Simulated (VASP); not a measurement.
The system is Au.

```
Au
1.0
     0.00000    2.04848    2.04848
     2.04848    0.00000    2.04848
     2.04848    2.04848    0.00000
Au
1
Direct
  0.00000 0.00000 0.00000
```

Base run:

| Quantity | Value |
| --- | --- |
| Program | VASP 6.6.1 |
| Functional | BLYP |
| Dispersion | D4 |
| Potentials or basis | VASP PAW PBE potentials, release 64 (Au) |
| Cutoff | 520 eV |
| k mesh | 11 × 11 × 11 |
| Occupations | fermi-dirac, width 0.05 eV |
| Spin | no spin polarisation |

Its results: pressure 7.2 GPa.

Task: After a change of settings the same cell gave: pressure 0.9 GPa. Which change was it?
A. functional from BLYP to RPBE; dispersion from D4 to none
B. functional from BLYP to PBE
C. functional from BLYP to r2SCAN; dispersion from D4 to none
D. functional from BLYP to r2SCAN; dispersion from D4 to none; cutoff from 520 eV to 550 eV

Result: B.

PBE binds more tightly than BLYP, so the same cell stands under less pressure.

Caveats: pairwise dispersion overbinds metals, which lowers pressure and volume; the PAW data sets were made with another functional, which shifts forces and pressure a little (some runs).
